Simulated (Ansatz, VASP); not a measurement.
**Two plane-wave programs on AlPd4**

```
CELL_PARAMETERS angstrom
-2.82333 2.82333 2.82333
2.82333 -2.82333 2.82333
2.82333 2.82333 -2.82333
ATOMIC_POSITIONS crystal
Al 0.00000 0.00000 0.00000
Pd 0.00000 0.00000 0.50000
Pd 0.00000 0.50000 0.00000
Pd 0.50000 0.00000 0.00000
Pd 0.50000 0.50000 0.50000
```

Change from the starting cell: species swapped into the MnGa4 type (Im-3m, No. 229).

Alike in both runs: functional PBE; k mesh 10 × 10 × 10; occupations gaussian, width 0.1 eV; no spin polarisation.

Ansatz relaxed the structure, and its values are those at the end. VASP's run is a single point on that final structure, the one shown.

|  | VASP | Ansatz |
| --- | --- | --- |
| version | VASP 6.6.1 | Ansatz 0.2.0 |
| potentials or method | VASP PAW PBE potentials, release 64 (Al, Pd), cutoff 520 eV | scalar-relativistic, plane waves, PAW |
| valence electrons in the cell | 43 | 75 |

```tsv
	VASP	Ansatz	Ansatz less VASP
gap on the k mesh at the Fermi level (eV)	none	none	-
pressure (GPa)	0.0	0.0	-0.06
```

A gap of «none» marks a metal or a gap that the smearing closes. VASP's potentials hold 43 valence electrons a cell and Ansatz's 75, so a difference there can come from the potentials and not from the codes.
